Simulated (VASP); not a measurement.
# Lu (Fd-3m) in VASP: relaxation of cell and atoms with PBE

Aim: the relaxation of cell and atoms of Lu with PBE.

All numbers are computed with VASP 6.6.1; they aren't measurements. Logs are shortened: lines on timing, memory, paths and dates and some standing lists are left out, and cuts for length are marked.

## 1. The cell of the first run

Symmetry: Fd-3m, No. 227, cubic system. The conventional cell has a = 6.740 Å, b = 6.740 Å, c = 6.740 Å, α = 90.00°, β = 90.00°, γ = 90.00°. Within 3.8 Å of Lu (site symmetry -43m) lie 4 Lu at 2.92 Å.

This isn't the form of Lu at room conditions, which is hcp.

## 2. Relaxation of cell and atoms, PBE, target pressure 20 GPa, at which the enthalpy is minimised

File INCAR:

```
PREC = Accurate ; ENCUT = 600
EDIFF = 1E-7 ; ISMEAR = -1
SIGMA = 0.1 ; LREAL = F
LASPH = T ; NELM = 100
ALGO = Normal ; ISIF = 3
LWAVE = F ; LCHARG = F
GGA = PE ; IBRION = 2
NSW = 80 ; EDIFFG = -0.01
PSTRESS = 200.0
```

File KPOINTS:

```
regular mesh
0
Gamma
  11 11 11
```

File POSCAR:

```
Lu
1.0
    0.0000000000      3.3700000000      3.3700000000
    3.3700000000      0.0000000000      3.3700000000
    3.3700000000      3.3700000000      0.0000000000
Lu
2
Direct
    0.0000000000      0.0000000000      0.0000000000
    0.2500000000      0.2500000000      0.2500000000
```

Potentials or basis: VASP PAW PBE potentials, release 64 (Lu).

Run with:

```bash
cat potpaw_PBE.64/Lu/POTCAR > POTCAR
mpirun -np 1 vasp_std > vasp.out
```

OUTCAR:

```text
PREC = Accurate
   ENCUT = 600
   EDIFF = 1E-7
   ISMEAR = -1
   LREAL = F
   LASPH = T
   NELM = 100
   ISIF = 3
   GGA = PE
   IBRION = 2
   NSW = 80
   EDIFFG = -0.01
   PSTRESS = 200.0

 ion  position               nearest neighbor table
   1  0.000  0.000  0.000-   2 2.92   2 2.92   2 2.92   2 2.92
   2  0.250  0.250  0.250-   1 2.92   1 2.92   1 2.92   1 2.92

  LATTYP: Found a face centered cubic cell.
 ALAT       =     6.7400000000

  Lattice vectors:

 A1 = (   0.0000000000,   3.3700000000,   3.3700000000)
 A2 = (   3.3700000000,   0.0000000000,   3.3700000000)
 A3 = (   3.3700000000,   3.3700000000,   0.0000000000)

Analysis of symmetry for initial positions (statically):
=====================================================================
 Subroutine PRICEL returns:
 Original cell was already a primitive cell.

 Routine SETGRP: Setting up the symmetry group for a
 face centered cubic supercell.

 Subroutine GETGRP returns: Found 48 space group operations
 (whereof 24 operations were pure point group operations)
 out of a pool of 48 trial point group operations.

The static configuration has the point symmetry T_d .
 The point group associated with its full space group is O_h .

Analysis of symmetry for dynamics (positions and initial velocities):
=====================================================================
 Subroutine PRICEL returns:
 Original cell was already a primitive cell.

 Routine SETGRP: Setting up the symmetry group for a
 face centered cubic supercell.

 Subroutine GETGRP returns: Found 48 space group operations
 (whereof 24 operations were pure point group operations)
 out of a pool of 48 trial point group operations.

The dynamic configuration has the point symmetry T_d .
 The point group associated with its full space group is O_h .

 Subroutine INISYM returns: Found 48 space group operations
 (whereof 24 operations are pure point group operations),
 and found     1 'primitive' translations

----------------------------------------------------------------------------------------

                                     Primitive cell

  volume of cell :      76.5455

  direct lattice vectors                    reciprocal lattice vectors
     0.000000000  3.370000000  3.370000000    -0.148367953  0.148367953  0.148367953
     3.370000000  0.000000000  3.370000000     0.148367953 -0.148367953  0.148367953
     3.370000000  3.370000000  0.000000000     0.148367953  0.148367953 -0.148367953

  length of vectors
     4.765899705  4.765899705  4.765899705     0.256980832  0.256980832  0.256980832

  position of ions in fractional coordinates (direct lattice)
     0.000000000  0.000000000  0.000000000
     0.250000000  0.250000000  0.250000000

  ion indices of the primitive-cell ions
   primitive index   ion index
                 1           1
                 2           2

----------------------------------------------------------------------------------------

 KPOINTS: regular mesh

Automatic generation of k-mesh.
 Grid dimensions read from file:
 generate k-points for:   11   11   11

 Generating k-lattice:

  Cartesian coordinates                     Fractional coordinates (reciprocal lattice)
    -0.013487996  0.013487996  0.013487996     0.090909091  0.000000000  0.000000000
     0.013487996 -0.013487996  0.013487996     0.000000000  0.090909091  0.000000000
     0.013487996  0.013487996 -0.013487996     0.000000000  0.000000000  0.090909091

  Length of vectors
     0.023361894  0.023361894  0.023361894

  Shift w.r.t. Gamma in fractional coordinates (k-lattice)
     0.000000000  0.000000000  0.000000000

 Subroutine IBZKPT returns following result:
 ===========================================

 Found     56 irreducible k-points:

 Following reciprocal coordinates:
            Coordinates               Weight
  0.000000  0.000000  0.000000      1.000000
  0.090909  0.000000  0.000000      8.000000
  0.181818  0.000000  0.000000      8.000000
  0.272727  0.000000  0.000000      8.000000
  0.363636  0.000000  0.000000      8.000000
  0.454545  0.000000  0.000000      8.000000
[... 16 lines left out ...]
 -0.272727  0.181818  0.000000     24.000000
 -0.181818  0.181818  0.000000     12.000000
 [... further k-points ...]
   k-points           NKPTS =     56   k-points in BZ     NKDIM =     56   number of bands    NBANDS=     30
   number of dos      NEDOS =    301   number of ions     NIONS =      2
   total plane-waves  NPLWV =  64000
   dimension x,y,z NGX =    40 NGY =   40 NGZ =   40
   dimension x,y,z NGXF=    80 NGYF=   80 NGZF=   80
   ions per type =               2
   NGX,Y,Z   is equivalent  to a cutoff of  13.95, 13.95, 13.95 a.u.
   NGXF,Y,Z  is equivalent  to a cutoff of  27.91, 27.91, 27.91 a.u.
 SYSTEM =  unknown system
   PREC   = accura    normal or accurate (medium, high low for compatibility)
   ISTART =      0    job   : 0-new  1-cont  2-samecut
   ICHARG =      2    charge: 1-file 2-atom 10-const
   ISPIN  =      1    spin polarized calculation?
   LNONCOLLINEAR =      F non collinear calculations
   LSORBIT =      F    spin-orbit coupling
   LASPH  =      T    aspherical Exc in radial PAW
   ENCUT  =  600.0 eV  44.10 Ry    6.64 a.u.   9.52  9.52  9.52*2*pi/ulx,y,z
   NELM   =    100;   NELMIN=  2; NELMDL= -5     # of ELM steps
   EDIFF  = 0.1E-06   stopping-criterion for ELM
   LREAL  =      F    real-space projection
   EDIFFG = -.1E-01   stopping-criterion for IOM
   NSW    =     80    number of steps for IOM
   IBRION =      2    ionic relax: 0-MD 1-quasi-New 2-CG
   NFREE  =      1    steps in history (QN), initial steepest desc. (CG)
   ISIF   =      3    stress and relaxation
   ISYM   =      2    0-nonsym 1-usesym 2-fastsym
   POTIM  = 0.5000    time-step for ionic-motion
   TEBEG  =    0.0;   TEEND  =   0.0 temperature during run
   PSTRESS=  200.0 pullay stress
   NELECT =      50.0000    total number of electrons
   NUPDOWN=      -1.0000    fix difference up-down
   EMIN   =  10.00;   EMAX   =-10.00  energy-range for DOS
   EFERMI =   0.00;   METHOD = LEGACY
   ISMEAR =    -1;   SIGMA  =   0.10  broadening in eV -4-tet -1-fermi 0-gaus
   EFERMI_NEDOS =   21; number of points for ismear=-14 and -15
   IALGO  =     38    algorithm
   IMIX   =      4    mixing-type and parameters
     AMIX     =   0.40;   BMIX     =  1.00
     AMIX_MAG =   1.60;   BMIX_MAG =  1.00
  volume/ion in A,a.u.               =      38.27       258.28
  Fermi-wavevector in a.u.,A,eV,Ry     =   1.420447  2.684255 27.452050  2.017669
  Thomas-Fermi vector in A             =   2.541361
   LORBIT       =      0    0 simple, 1 ext, 2 COOP (PROOUT), +10 PAW based schemes
   GGA     = PE    functional components
   LHFCALC =     F    Hartree Fock is set to
   AEXX    =    0.0000 exact exchange contribution
   IVDW    =     0    specifies the selected vdW correction
   LEPSILON=     F    determine dielectric tensor
   LRPA    =     F    only Hartree local field effects (RPA)
 conjugate gradient relaxation of ions
 non-spin polarized calculation
  energy-cutoff  :      600.00
  volume of cell :       76.55
 maximum number of plane-waves:      2637
 NGX is ok and might be reduce to    40
   NGX = 19   NGY = 19   NGZ = 19

--------------------------------------- Ionic step        1  -------------------------------------------

 number of electron      49.9999990 magnetization

 Free energy of the ion-electron system (eV)
  ---------------------------------------------------
  ext. energy  EPLUGINS =         0.00000000
  ---------------------------------------------------
  free energy    TOTEN  =        -4.84312076 eV

  energy without entropy =       -4.71891215  energy(sigma->0) =       -4.78101645

 E-fermi :   0.7446     XC(G=0):  -9.2160

 val. band max:        0.7411060997   @ k =   0.3636   0.2727   0.0000
 cond. band min:       0.7538049218   @ k =  -0.4545   0.2727   0.0000
 fundamental gap:      0.0126988221
 Fermi energy:         0.7445991854

 k-point     1 :       0.0000    0.0000    0.0000
  band No.  band energies     occupation
      1     -56.1176      2.00000
      2     -55.9530      2.00000
      3     -27.0188      2.00000
      4     -27.0188      2.00000
      5     -27.0188      2.00000
      6     -26.4273      2.00000
[... 781 lines left out ...]
     29       2.2636      0.00000
     30       2.9816      0.00000

 [... further k-points ...]

------------------------ aborting loop because EDIFF is reached ----------------------------------------

  FORCE on cell =-STRESS in cart. coord.  units (eV):
  Direction    XX          YY          ZZ          XY          YZ          ZX
  --------------------------------------------------------------------------------------
  -------------------------------------------------------------------------------------
  Total        1.8272844      1.8272844      1.8272844     -0.0000000      0.0000000      0.0000000
  in kB       38.2469695     38.2469695     38.2469695     -0.0000000      0.0000000      0.0000000
  external PRESSURE =    -161.7530305 kB  Pullay stress =     200.0000000 kB
[... 23 lines left out ...]
  enthalpy is  TOTEN    =         4.7120644988 eV   P V=        9.5551852553

--------------------------------------- Ionic step        2  -------------------------------------------

 number of electron      50.0000004 magnetization

 E-fermi :   3.2689     XC(G=0): -12.2356

 val. band max:        3.2411877264   @ k =   0.4545   0.2727   0.0000
 cond. band min:       3.2721144668   @ k =   0.4545   0.3636   0.0909
 fundamental gap:      0.0309267404
 Fermi energy:         3.2688896534

 k-point     1 :       0.0000    0.0000    0.0000
  band No.  band energies     occupation
      1     -53.8963      2.00000
      2     -52.4898      2.00000
      3     -25.3031      2.00000
      4     -25.3031      2.00000
      5     -25.3031      2.00000
      6     -22.8915      2.00000
[... 781 lines left out ...]
     29       6.5557      0.00000
     30       7.0247      0.00000

 [... further k-points ...]

------------------------ aborting loop because EDIFF is reached ----------------------------------------

  FORCE on cell =-STRESS in cart. coord.  units (eV):
  Direction    XX          YY          ZZ          XY          YZ          ZX
  --------------------------------------------------------------------------------------
  -------------------------------------------------------------------------------------
  Total       10.1772895     10.1772895     10.1772895      0.0000000      0.0000000      0.0000000
  in kB      395.5503379    395.5503379    395.5503379      0.0000000      0.0000000      0.0000000
  external PRESSURE =     195.5503379 kB  Pullay stress =     200.0000000 kB
[... 55 lines left out ...]
  FREE ENERGIE OF THE ION-ELECTRON SYSTEM (eV)
  ---------------------------------------------------
  free  energy   TOTEN  =        -3.3272315558 eV

  energy  without entropy=       -3.2420718080  energy(sigma->0) =       -3.28465168

  enthalpy is  TOTEN    =         2.9342194754 eV   P V=        6.2614510312

[... ionic steps 4 to 9 ...]

--------------------------------------- Ionic step       10  -------------------------------------------

 number of electron      50.0000000 magnetization

------------------------ aborting loop because EDIFF is reached ----------------------------------------

  FORCE on cell =-STRESS in cart. coord.  units (eV):
  Direction    XX          YY          ZZ          XY          YZ          ZX
  --------------------------------------------------------------------------------------
  -------------------------------------------------------------------------------------
  Total        6.1790497      6.1790497      6.1790497      0.0000000     -0.0000000      0.0000000
  in kB      195.7691802    195.7691802    195.7691802      0.0000000     -0.0000000      0.0000000
  external PRESSURE =      -4.2308198 kB  Pullay stress =     200.0000000 kB
[... 61 lines left out ...]
  enthalpy is  TOTEN    =         2.9345186256 eV   P V=        6.3115640144

--------------------------------------- Ionic step       12  -------------------------------------------

 number of electron      50.0000000 magnetization

 Free energy of the ion-electron system (eV)
  ---------------------------------------------------
  ext. energy  EPLUGINS =         0.00000000
  ---------------------------------------------------
  free energy    TOTEN  =        -3.37503980 eV

  energy without entropy =       -3.28948208  energy(sigma->0) =       -3.33226094

 E-fermi :   2.1792     XC(G=0): -11.1414

 val. band max:        2.1791230298   @ k =   0.4545   0.1818   0.0909
 cond. band min:       2.2104808405   @ k =   0.3636   0.2727   0.0000
 fundamental gap:      0.0313578107
 Fermi energy:         2.1792048832

 k-point     1 :       0.0000    0.0000    0.0000
  band No.  band energies     occupation
      1     -54.5268      2.00000
      2     -53.7926      2.00000
      3     -25.7660      2.00000
      4     -25.7660      2.00000
      5     -25.7660      2.00000
      6     -24.1699      2.00000
[... 781 lines left out ...]
     29       4.8679      0.00000
     30       5.4023      0.00000

 [... further k-points ...]

------------------------ aborting loop because EDIFF is reached ----------------------------------------

  FORCE on cell =-STRESS in cart. coord.  units (eV):
  Direction    XX          YY          ZZ          XY          YZ          ZX
  --------------------------------------------------------------------------------------
  -------------------------------------------------------------------------------------
  Total        6.2982932      6.2982932      6.2982932     -0.0000000     -0.0000000      0.0000000
  in kB      199.6441700    199.6441700    199.6441700     -0.0000000     -0.0000000      0.0000000
  external PRESSURE =      -0.3558300 kB  Pullay stress =     200.0000000 kB
[... 17 lines left out ...]
  FREE ENERGIE OF THE ION-ELECTRON SYSTEM (eV)
  ---------------------------------------------------
  free  energy   TOTEN  =        -3.3750398026 eV

  energy  without entropy=       -3.2894820801  energy(sigma->0) =       -3.33226094

  enthalpy is  TOTEN    =         2.9344789913 eV   P V=        6.3095187939

 reached required accuracy - stopping structural energy minimisation
```

It took 33 min on 1 thread of AMD EPYC 7R32 (Zen 2), shared host; peak memory 0.31 GiB.

Results:

| Quantity | Value |
| --- | --- |
| Free energy | -3.3750 eV |
| Relaxed volume | 25.27 Å³/atom |
| Relaxed cell | a = 4.150 Å, b = 4.150 Å, c = 4.150 Å, α = 60.00°, β = 60.00°, γ = 60.00° |
| Space group after relaxing (to 0.1 Å) | Fd-3m (No. 227) |
| Energy change on relaxing (the run minimises the enthalpy) | +734.0 meV/atom |
| Ionic steps | 12 |
| Pressure after relaxing | 20.0 GPa |
| Band gap on the k mesh | zero (bands 25 and 26 overlap by 1.24 eV) |

Step by step:
```
step  energy change (eV)  largest force (eV/Å)  pressure (GPa)  volume (Å³)
   1              0.0000                0.0000            3.82        76.55
   2              3.0874                0.0000           39.56        41.22
   3              1.5159                0.0000           20.40        50.16
   4              1.4593                0.0000           19.53        50.62
   5              1.4605                0.0000           19.55        50.61
   6              1.4642                0.0000           19.58        50.58
   7              1.4642                0.0000           19.58        50.58
   8              1.4643                0.0000           19.57        50.58
   9              1.4646                0.0000           19.58        50.57
  10              1.4651                0.0000           19.58        50.57
  11              1.4661                0.0000           19.60        50.56
  12              1.4681                0.0000           19.96        50.54
```

Final structure:
```
CELL_PARAMETERS angstrom
0.00000 2.93460 2.93460
2.93460 0.00000 2.93460
2.93460 2.93460 0.00000
ATOMIC_POSITIONS crystal
Lu 0.00000 0.00000 0.00000
Lu 0.25000 0.25000 0.25000
```

Caveat: the cell is relaxed towards a set pressure, so the run minimises the enthalpy, not the energy; the volume moved by over 15 % at a fixed basis, so the end points are rough; spin-orbit coupling is left out, which moves the levels of the heavy elements.

The gap in the log of VASP goes by the Fermi energy; the results here count the filled bands.